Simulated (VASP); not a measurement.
# Al4CoNi3 (Im-3m) in VASP: notebook

Runs on Al4CoNi3. Level: PBE. Tasks: single point, relaxation of cell and atoms.

All numbers are computed with VASP 6.6.1; they aren't measurements. Logs are shortened: lines on timing, memory, paths and dates and some standing lists are left out, and cuts for length are marked.

## (1) The cell of the first run

Symmetry: Im-3m, No. 229, cubic system. The conventional cell has a = 5.774 Å, b = 5.774 Å, c = 5.774 Å, α = 90.00°, β = 90.00°, γ = 90.00°. Al (site symmetry -3m) has 2 Co at 2.50 Å and 6 Ni at 2.50 Å and 6 Al at 2.89 Å within 3.3 Å. Within 3.3 Å of Co (site symmetry m-3m) lie 8 Al at 2.50 Å and 6 Ni at 2.89 Å. Ni (site symmetry 4/mmm) has 8 Al at 2.50 Å and 2 Co at 2.89 Å and 4 Ni at 2.89 Å within 3.3 Å.

## (2) Single point, PBE, collinear spin, ferromagnetic start

INCAR reads:

```
PREC = Accurate
ENCUT = 520
EDIFF = 1E-6
ISMEAR = 0
SIGMA = 0.1
LREAL = F
LASPH = T
NELM = 150
ALGO = Normal
ISIF = 2
LWAVE = F
LCHARG = T
ISPIN = 2
MAGMOM = 0 0 0 0 3 2 2 2
LORBIT = 11
LMAXMIX = 4
GGA = PE
LELF = T
LVHAR = T
NBANDS = 40
```

KPOINTS reads:

```
Automatic mesh
0
Gamma
  4 4 4
```

POSCAR reads:

```
Al4CoNi3
1.0
   -2.8867731962      2.8867731962      2.8867731962
    2.8867731962     -2.8867731962      2.8867731962
    2.8867731962      2.8867731962     -2.8867731962
Al Co Ni
4 1 3
Direct
    0.0000000000      0.5000000000      0.0000000000
    0.5000000000      0.5000000000      0.5000000000
    0.0000000000      0.0000000000      0.5000000000
    0.5000000000      0.0000000000      0.0000000000
    0.0000000000      0.0000000000      0.0000000000
    0.5000000000      0.0000000000      0.5000000000
    0.5000000000      0.5000000000      0.0000000000
    0.0000000000      0.5000000000      0.5000000000
```

Potentials or basis: VASP PAW PBE potentials, release 64 (Al, Co, Ni).

Run with:

```console
$ cat potpaw_PBE.64/Al/POTCAR potpaw_PBE.64/Co/POTCAR potpaw_PBE.64/Ni/POTCAR > POTCAR
$ mpirun -np 1 vasp_std > vasp.out
```

OUTCAR:

```text
PREC = Accurate
   ENCUT = 520
   EDIFF = 1E-6
   ISMEAR = 0
   LREAL = F
   LASPH = T
   NELM = 150
   ISIF = 2
   ISPIN = 2
   LORBIT = 11
   GGA = PE

 ion  position               nearest neighbor table
   1  0.000  0.500  0.000-   5 2.50   6 2.50   7 2.50   8 2.50   8 2.50   5 2.50   7 2.50   6 2.50
                             4 2.89   3 2.89   2 2.89   2 2.89   4 2.89   3 2.89
   2  0.500  0.500  0.500-   5 2.50   6 2.50   7 2.50   8 2.50   7 2.50   6 2.50   8 2.50   5 2.50
                             4 2.89   4 2.89   1 2.89   1 2.89   3 2.89   3 2.89
   3  0.000  0.000  0.500-   5 2.50   6 2.50   7 2.50   8 2.50   5 2.50   8 2.50   6 2.50   7 2.50
                             4 2.89   1 2.89   1 2.89   4 2.89   2 2.89   2 2.89
   4  0.500  0.000  0.000-   5 2.50   6 2.50   7 2.50   8 2.50   6 2.50   7 2.50   5 2.50   8 2.50
                             3 2.89   2 2.89   1 2.89   3 2.89   1 2.89   2 2.89
   5  0.000  0.000  0.000-   1 2.50   2 2.50   3 2.50   4 2.50   3 2.50   1 2.50   4 2.50   2 2.50
                             7 2.89   8 2.89   8 2.89   6 2.89   7 2.89   6 2.89
   6  0.500  0.000  0.500-   1 2.50   2 2.50   3 2.50   4 2.50   4 2.50   2 2.50   3 2.50   1 2.50
                             7 2.89   7 2.89   8 2.89   5 2.89   8 2.89   5 2.89
   7  0.500  0.500  0.000-   1 2.50   2 2.50   3 2.50   4 2.50   2 2.50   4 2.50   1 2.50   3 2.50
                             6 2.89   6 2.89   8 2.89   8 2.89   5 2.89   5 2.89
   8  0.000  0.500  0.500-   1 2.50   2 2.50   3 2.50   4 2.50   1 2.50   3 2.50   2 2.50   4 2.50
                             6 2.89   5 2.89   7 2.89   7 2.89   6 2.89   5 2.89

  LATTYP: Found a body centered cubic cell.
 ALAT       =     5.7735463924

  Lattice vectors:

 A1 = (  -2.8867731962,   2.8867731962,   2.8867731962)
 A2 = (   2.8867731962,  -2.8867731962,   2.8867731962)
 A3 = (   2.8867731962,   2.8867731962,  -2.8867731962)

Analysis of symmetry for initial positions (statically):
=====================================================================
 Subroutine PRICEL returns:
 Original cell was already a primitive cell.

 Routine SETGRP: Setting up the symmetry group for a
 body centered cubic supercell.

 Subroutine GETGRP returns: Found 48 space group operations
 (whereof 48 operations were pure point group operations)
 out of a pool of 48 trial point group operations.

The static configuration has the point symmetry O_h .

Analysis of symmetry for dynamics (positions and initial velocities):
=====================================================================
 Subroutine PRICEL returns:
 Original cell was already a primitive cell.

 Routine SETGRP: Setting up the symmetry group for a
 body centered cubic supercell.

 Subroutine GETGRP returns: Found 48 space group operations
[... 159 lines left out ...]
  energy without entropy =      -43.41629850  energy(sigma->0) =      -43.43180000

 E-fermi :  10.0272     XC(G=0): -12.0345

 val. band max:        9.9872306394   @ k =   0.2500   0.2500   0.0000
 cond. band min:      10.0341050281   @ k =  -0.2500   0.2500   0.2500
 fundamental gap:      0.0468743887
 Fermi energy:        10.0271646688

 spin component 1

 k-point     1 :       0.0000    0.0000    0.0000
  band No.  band energies     occupation
      1      -1.0501      1.00000
      2       4.7155      1.00000
      3       4.7155      1.00000
      4       4.7155      1.00000
      5       6.6049      1.00000
      6       6.6049      1.00000
[... 309 lines left out ...]
     36      18.2741      0.00000
     37      18.2741      0.00000
 Fermi energy:        10.0271646688

 spin component 2

 k-point     1 :       0.0000    0.0000    0.0000
  band No.  band energies     occupation
      1      -1.0456      1.00000
      2       4.7612      1.00000
      3       4.7612      1.00000
      4       4.7612      1.00000
      5       6.7273      1.00000
      6       6.7273      1.00000
[... 309 lines left out ...]
     36      18.2689      0.00000
     37      18.2689      0.00000
 [bands above 37 left out]

------------------------ aborting loop because EDIFF is reached ----------------------------------------

  FORCE on cell =-STRESS in cart. coord.  units (eV):
  Direction    XX          YY          ZZ          XY          YZ          ZX
  --------------------------------------------------------------------------------------
  -------------------------------------------------------------------------------------
  Total       -0.0183201     -0.0183201     -0.0183201     -0.0000000      0.0000000     -0.0000000
  in kB       -0.3050290     -0.3050290     -0.3050290     -0.0000000      0.0000000     -0.0000000
  external PRESSURE =      -0.3050290 kB  Pullay stress =       0.0000000 kB

 VOLUME and BASIS-vectors are now :
 -----------------------------------------------------------------------------
  energy-cutoff  :      520.00
  volume of cell :       96.23
      direct lattice vectors                 reciprocal lattice vectors
    -2.886773196  2.886773196  2.886773196     0.000000000  0.173203770  0.173203770
     2.886773196 -2.886773196  2.886773196     0.173203770  0.000000000  0.173203770
     2.886773196  2.886773196 -2.886773196     0.173203770  0.173203770  0.000000000

 POSITION                                       TOTAL-FORCE (eV/Angst)
 -----------------------------------------------------------------------------------
      1.44339     -1.44339      1.44339         0.000000      0.000000     -0.000000
      1.44339      1.44339      1.44339         0.000000      0.000000      0.000000
      1.44339      1.44339     -1.44339         0.000000      0.000000      0.000000
     -1.44339      1.44339      1.44339         0.000000      0.000000     -0.000000
      0.00000      0.00000      0.00000         0.000000      0.000000     -0.000000
      0.00000      2.88677      0.00000        -0.000000      0.000000      0.000000
      0.00000      0.00000      2.88677         0.000000      0.000000     -0.000000
      2.88677      0.00000      0.00000        -0.000000     -0.000000     -0.000000
 -----------------------------------------------------------------------------------
    total drift:                               -0.000000     -0.000000      0.000000

  FREE ENERGIE OF THE ION-ELECTRON SYSTEM (eV)
  ---------------------------------------------------
  free  energy   TOTEN  =       -43.4473014900 eV

  energy  without entropy=      -43.4162985004  energy(sigma->0) =      -43.43180000

 total charge

# of ion       s       p       d       tot
------------------------------------------
    1        0.385   0.414   0.000   0.799
    2        0.385   0.414   0.000   0.799
    3        0.385   0.414   0.000   0.799
    4        0.385   0.414   0.000   0.799
    5        0.424   0.472   7.488   8.384
    6        0.471   0.512   8.465   9.449
    7        0.471   0.512   8.465   9.449
    8        0.471   0.512   8.465   9.449
--------------------------------------------------
tot          3.378   3.664  32.884  39.925

 magnetization (x)

# of ion       s       p       d       tot
------------------------------------------
    1        0.000   0.002   0.000   0.003
    2        0.000   0.002   0.000   0.003
    3        0.000   0.002   0.000   0.003
    4        0.000   0.002   0.000   0.003
    5        0.006  -0.000   0.592   0.597
    6        0.004   0.000   0.085   0.089
    7        0.004   0.000   0.085   0.089
    8        0.004   0.000   0.085   0.089
--------------------------------------------------
tot          0.019   0.009   0.846   0.874
```

OSZICAR:

```text
N       E                     dE             d eps       ncg     rms          rms(c)
DAV:   1     0.315992491228E+03    0.31599E+03   -0.20849E+04  1280   0.144E+03
DAV:   2    -0.250389181272E+02   -0.34103E+03   -0.32013E+03  1280   0.312E+02
DAV:   3    -0.476996722328E+02   -0.22661E+02   -0.21283E+02  1480   0.990E+01
[... 13 lines left out ...]
DAV:  17    -0.434472444177E+02   -0.59864E-04   -0.12926E-04  1920   0.165E-01    0.551E-02
DAV:  18    -0.434472879025E+02   -0.43485E-04   -0.46822E-04  1920   0.321E-01    0.181E-02
DAV:  19    -0.434472989237E+02   -0.11021E-04   -0.94482E-05  1544   0.564E-02    0.117E-02
DAV:  20    -0.434473011241E+02   -0.22004E-05   -0.16782E-05  1744   0.576E-02    0.498E-03
DAV:  21    -0.434473014900E+02   -0.36585E-06   -0.35619E-06  1128   0.122E-02
   1 F= -.43447301E+02 E0= -.43431800E+02  d E =-.310030E-01  mag=     0.8454
```

stdout:

```text
POSCAR found type information on POSCAR AlCoNi
 POSCAR found :  3 types and       8 ions
 scaLAPACK will be used
 LDA part: xc-table for (Slater+PW92), standard interpolation
 POSCAR, INCAR and KPOINTS ok, starting setup
 FFT: planning ... GRIDC
 FFT: planning ... GRID_SOFT
 FFT: planning ... GRID
 WAVECAR not read
 entering main loop
```

It took 70 s on 1 thread of Intel Xeon Platinum 8559C (Emerald Rapids), shared host; peak memory 0.31 GiB.

Results:

* Free energy: -43.4473 eV
* Pressure: 0.0 GPa
* Net moment: 0.85 μB per cell
* Site moments: Al +0.00; Co +0.60; Ni +0.09 μB
* Valence electrons inside the program's atomic spheres: Al 0.80; Co 8.38; Ni 9.45

Caveat: the k points lie up to 0.38 Å⁻¹ apart.

## (3) Single point, PBE, collinear spin, ferromagnetic start

This run uses another cell than the first one, of 12.89 Å³/atom, 1.071 times its volume.

INCAR reads:

```
PREC = Accurate
ENCUT = 520
EDIFF = 1E-7
ISMEAR = 0
SIGMA = 0.1
LREAL = F
LASPH = T
NELM = 150
ALGO = Fast
ISIF = 2
LWAVE = F
LCHARG = F
ISPIN = 2
MAGMOM = 0 0 0 0 3 2 2 2
LORBIT = 11
LMAXMIX = 4
GGA = PE
NBANDS = 40
```

KPOINTS is that of step 2.

POSCAR: that of step 2 with these lines changed.

```diff
@@ -2,5 +2,5 @@
 1.0
-   -2.8867731962      2.8867731962      2.8867731962
-    2.8867731962     -2.8867731962      2.8867731962
-    2.8867731962      2.8867731962     -2.8867731962
+   -2.9538101400      2.9538101400      2.9538101400
+    2.9538101400     -2.9538101400      2.9538101400
+    2.9538101400      2.9538101400     -2.9538101400
 Al Co Ni
```

Potentials or basis: VASP PAW PBE potentials, release 64 (Al, Co, Ni).

Run with:

```console
$ cat potpaw_PBE.64/Al/POTCAR potpaw_PBE.64/Co/POTCAR potpaw_PBE.64/Ni/POTCAR > POTCAR
$ mpirun -np 1 vasp_std > vasp.out
```

OUTCAR:

```text
PREC = Accurate
   ENCUT = 520
   EDIFF = 1E-7
   ISMEAR = 0
   LREAL = F
   LASPH = T
   NELM = 150
   ISIF = 2
   ISPIN = 2
   LORBIT = 11
   GGA = PE

 ion  position               nearest neighbor table
   1  0.000  0.500  0.000-   5 2.56   6 2.56   7 2.56   8 2.56   8 2.56   5 2.56   7 2.56   6 2.56
                             4 2.95   3 2.95   2 2.95   2 2.95   4 2.95   3 2.95
   2  0.500  0.500  0.500-   5 2.56   6 2.56   7 2.56   8 2.56   7 2.56   6 2.56   8 2.56   5 2.56
                             4 2.95   4 2.95   1 2.95   1 2.95   3 2.95   3 2.95
   3  0.000  0.000  0.500-   5 2.56   6 2.56   7 2.56   8 2.56   5 2.56   8 2.56   6 2.56   7 2.56
                             4 2.95   1 2.95   1 2.95   4 2.95   2 2.95   2 2.95
   4  0.500  0.000  0.000-   5 2.56   6 2.56   7 2.56   8 2.56   6 2.56   7 2.56   5 2.56   8 2.56
                             3 2.95   2 2.95   1 2.95   3 2.95   1 2.95   2 2.95
   5  0.000  0.000  0.000-   1 2.56   2 2.56   3 2.56   4 2.56   3 2.56   1 2.56   4 2.56   2 2.56
                             7 2.95   8 2.95   8 2.95   6 2.95   7 2.95   6 2.95
   6  0.500  0.000  0.500-   1 2.56   2 2.56   3 2.56   4 2.56   4 2.56   2 2.56   3 2.56   1 2.56
                             7 2.95   7 2.95   8 2.95   5 2.95   8 2.95   5 2.95
   7  0.500  0.500  0.000-   1 2.56   2 2.56   3 2.56   4 2.56   2 2.56   4 2.56   1 2.56   3 2.56
                             6 2.95   6 2.95   8 2.95   8 2.95   5 2.95   5 2.95
   8  0.000  0.500  0.500-   1 2.56   2 2.56   3 2.56   4 2.56   1 2.56   3 2.56   2 2.56   4 2.56
                             6 2.95   5 2.95   7 2.95   7 2.95   6 2.95   5 2.95

  LATTYP: Found a body centered cubic cell.
 ALAT       =     5.9076202800

  Lattice vectors:

 A1 = (  -2.9538101400,   2.9538101400,   2.9538101400)
 A2 = (   2.9538101400,  -2.9538101400,   2.9538101400)
 A3 = (   2.9538101400,   2.9538101400,  -2.9538101400)

Analysis of symmetry for initial positions (statically):
=====================================================================
 Subroutine PRICEL returns:
 Original cell was already a primitive cell.

 Routine SETGRP: Setting up the symmetry group for a
 body centered cubic supercell.

 Subroutine GETGRP returns: Found 48 space group operations
 (whereof 48 operations were pure point group operations)
 out of a pool of 48 trial point group operations.

The static configuration has the point symmetry O_h .

Analysis of symmetry for dynamics (positions and initial velocities):
=====================================================================
 Subroutine PRICEL returns:
 Original cell was already a primitive cell.

 Routine SETGRP: Setting up the symmetry group for a
 body centered cubic supercell.

 Subroutine GETGRP returns: Found 48 space group operations
 (whereof 48 operations were pure point group operations)
 out of a pool of 48 trial point group operations.

The dynamic configuration has the point symmetry O_h .

Analysis of structural, dynamic, and magnetic symmetry:
=====================================================================
 Subroutine PRICEL returns:
 Original cell was already a primitive cell.

 Routine SETGRP: Setting up the symmetry group for a
 body centered cubic supercell.

 Subroutine GETGRP returns: Found 48 space group operations
 (whereof 48 operations were pure point group operations)
 out of a pool of 48 trial point group operations.

The overall configuration has the point symmetry O_h .

 Subroutine INISYM returns: Found 48 space group operations
 (whereof 48 operations are pure point group operations),
 and found     1 'primitive' translations
[... 107 lines left out ...]
   IALGO  =     68    algorithm
   IMIX   =      4    mixing-type and parameters
     AMIX     =   0.40;   BMIX     =  1.00
     AMIX_MAG =   1.60;   BMIX_MAG =  1.00
  volume/ion in A,a.u.               =      12.89        86.96
  Fermi-wavevector in a.u.,A,eV,Ry     =   1.294779  2.446778 22.809523  1.676453
  Thomas-Fermi vector in A             =   2.426340
   LORBIT       =     11    0 simple, 1 ext, 2 COOP (PROOUT), +10 PAW based schemes
   GGA     = PE    functional components
   LHFCALC =     F    Hartree Fock is set to
   AEXX    =    0.0000 exact exchange contribution
   IVDW    =     0    specifies the selected vdW correction
   LEPSILON=     F    determine dielectric tensor
   LRPA    =     F    only Hartree local field effects (RPA)
 spin polarized calculation
 RMM-DIIS sequential band-by-band and
 Gauss-broadening in eV      SIGMA  =   0.10
  energy-cutoff  :      520.00
  volume of cell :      103.09
 maximum number of plane-waves:      2779
 NGX is ok and might be reduce to    40
   NGX = 19   NGY = 19   NGZ = 19

 number of electron      50.9999962 magnetization       1.4941885

 Free energy of the ion-electron system (eV)
  ---------------------------------------------------
  ext. energy  EPLUGINS =         0.00000000
  ---------------------------------------------------
  free energy    TOTEN  =       -43.24235232 eV

  energy without entropy =      -43.21820595  energy(sigma->0) =      -43.23027914

 E-fermi :   9.1486     XC(G=0): -11.7093

 val. band max:        9.1294747268   @ k =   0.2500   0.0000   0.0000
 cond. band min:       9.1601862293   @ k =   0.5000   0.5000   0.2500
 fundamental gap:      0.0307115025
 Fermi energy:         9.1485690320

 spin component 1

 k-point     1 :       0.0000    0.0000    0.0000
  band No.  band energies     occupation
      1      -1.4466      1.00000
      2       4.1174      1.00000
      3       4.1174      1.00000
      4       4.1174      1.00000
      5       5.9247      1.00000
      6       5.9247      1.00000
[... 309 lines left out ...]
     36      17.3110      0.00000
     37      17.3110      0.00000
 Fermi energy:         9.1485690320

 spin component 2

 k-point     1 :       0.0000    0.0000    0.0000
  band No.  band energies     occupation
      1      -1.4310      1.00000
      2       4.2028      1.00000
      3       4.2028      1.00000
      4       4.2028      1.00000
      5       6.2037      1.00000
      6       6.2037      1.00000
[... 309 lines left out ...]
     36      17.3093      0.00000
     37      17.3093      0.00000
 [bands above 37 left out]

------------------------ aborting loop because EDIFF is reached ----------------------------------------

  FORCE on cell =-STRESS in cart. coord.  units (eV):
  Direction    XX          YY          ZZ          XY          YZ          ZX
  --------------------------------------------------------------------------------------
  -------------------------------------------------------------------------------------
  Total       -5.9085706     -5.9085706     -5.9085706      0.0000000      0.0000000      0.0000000
  in kB      -91.8301484    -91.8301484    -91.8301484      0.0000000      0.0000000      0.0000000
  external PRESSURE =     -91.8301484 kB  Pullay stress =       0.0000000 kB

 VOLUME and BASIS-vectors are now :
 -----------------------------------------------------------------------------
  energy-cutoff  :      520.00
  volume of cell :      103.09
      direct lattice vectors                 reciprocal lattice vectors
    -2.953810140  2.953810140  2.953810140     0.000000000  0.169272897  0.169272897
     2.953810140 -2.953810140  2.953810140     0.169272897  0.000000000  0.169272897
     2.953810140  2.953810140 -2.953810140     0.169272897  0.169272897  0.000000000

 POSITION                                       TOTAL-FORCE (eV/Angst)
 -----------------------------------------------------------------------------------
      1.47691     -1.47691      1.47691        -0.000000      0.000000     -0.000000
      1.47691      1.47691      1.47691        -0.000000      0.000000     -0.000000
      1.47691      1.47691     -1.47691        -0.000000      0.000000     -0.000000
     -1.47691      1.47691      1.47691        -0.000000      0.000000     -0.000000
      0.00000      0.00000      0.00000        -0.000000      0.000000     -0.000000
      0.00000      2.95381      0.00000         0.000000     -0.000000      0.000000
      0.00000      0.00000      2.95381         0.000000     -0.000000     -0.000000
      2.95381      0.00000      0.00000         0.000000     -0.000000      0.000000
 -----------------------------------------------------------------------------------
    total drift:                               -0.000000     -0.000000      0.000000

  FREE ENERGIE OF THE ION-ELECTRON SYSTEM (eV)
  ---------------------------------------------------
  free  energy   TOTEN  =       -43.2423523195 eV

  energy  without entropy=      -43.2182059532  energy(sigma->0) =      -43.23027914

 total charge

# of ion       s       p       d       tot
------------------------------------------
    1        0.380   0.386   0.000   0.765
    2        0.380   0.386   0.000   0.765
    3        0.380   0.386   0.000   0.765
    4        0.380   0.386   0.000   0.765
    5        0.404   0.430   7.416   8.250
    6        0.446   0.456   8.436   9.338
    7        0.446   0.456   8.436   9.338
    8        0.446   0.456   8.436   9.338
--------------------------------------------------
tot          3.259   3.342  32.725  39.327

 magnetization (x)

# of ion       s       p       d       tot
------------------------------------------
    1        0.000   0.004   0.000   0.004
    2        0.000   0.004   0.000   0.004
    3        0.000   0.004   0.000   0.004
    4        0.000   0.004   0.000   0.004
    5        0.014   0.005   0.955   0.973
    6        0.006   0.003   0.164   0.173
    7        0.006   0.003   0.164   0.173
    8        0.006   0.003   0.164   0.173
--------------------------------------------------
tot          0.032   0.030   1.448   1.510
```

Wall time 66 s (1 thread of Intel Xeon Platinum 8559C (Emerald Rapids), shared host); peak memory 0.31 GiB.

Results:

```yaml
Free_energy: -43.2424 eV
Pressure: -9.2 GPa
Net_moment: 1.49 μB per cell
Site_moments: Al +0.00; Co +0.97; Ni +0.17 μB
Valence_electrons_inside_the_program's_atomic_spheres: Al 0.77; Co 8.25; Ni 9.34
```

Caveat: the k points lie up to 0.38 Å⁻¹ apart.

(Part 1 of 2 ends here.)
